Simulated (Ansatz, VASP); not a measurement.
Hf7S: VASP beside Ansatz

```
Hf S
1.0
     6.49381    0.00000    0.00000
    -3.24690    5.62380    0.00000
     0.00000    0.00000    5.45894
Hf S
7 1
Direct
  0.50048 0.00097 0.50000
  0.99903 0.49951 0.50000
  0.50048 0.49951 0.50000
  0.16737 0.83263 0.00000
  0.66526 0.83263 0.00000
  0.16737 0.33474 0.00000
  0.66667 0.33333 0.00000
  0.00000 0.00000 0.50000
```

Change from the starting cell: species swapped into the Mg7Sb type (P-6m2, No. 187).

Alike in both runs: task single point; functional PBE; k mesh 3 × 3 × 4; occupations gaussian, width 0.1 eV; no spin polarisation.

|  | VASP | Ansatz |
| --- | --- | --- |
| version | VASP 6.6.1 | Ansatz 0.2.0 |
| potentials or method | VASP PAW PBE potentials, release 64 (Hf_pv, S), cutoff 520 eV | scalar-relativistic, plane waves, PAW |
| valence electrons in the cell | 76 | 188 |

|  | VASP | Ansatz | Ansatz less VASP |
| --- | --- | --- | --- |
| gap on the k mesh at the Fermi level (eV) | none | none | - |
| pressure (GPa) | -12.5 | -12.1 | +0.39 |
| traceless stress, the component that is largest in VASP (GPa) | -1.41 | -1.41 | -0.001 |
| rms of the force components (eV/Å) | 0.042 | 0.042 | +0.0001 |

Atom by atom the forces differ by 0.003 eV/Å (rms over components). A gap of «none» marks a metal or a gap that the smearing closes. With one functional, cell and mesh, what is left measures potentials, basis and numerics. VASP's potentials hold 76 valence electrons a cell and Ansatz's 188, so a difference there can come from the potentials and not from the codes.

The k mesh is coarse, so the values compare programs but aren't converged. Neither program's run includes spin-orbit coupling.
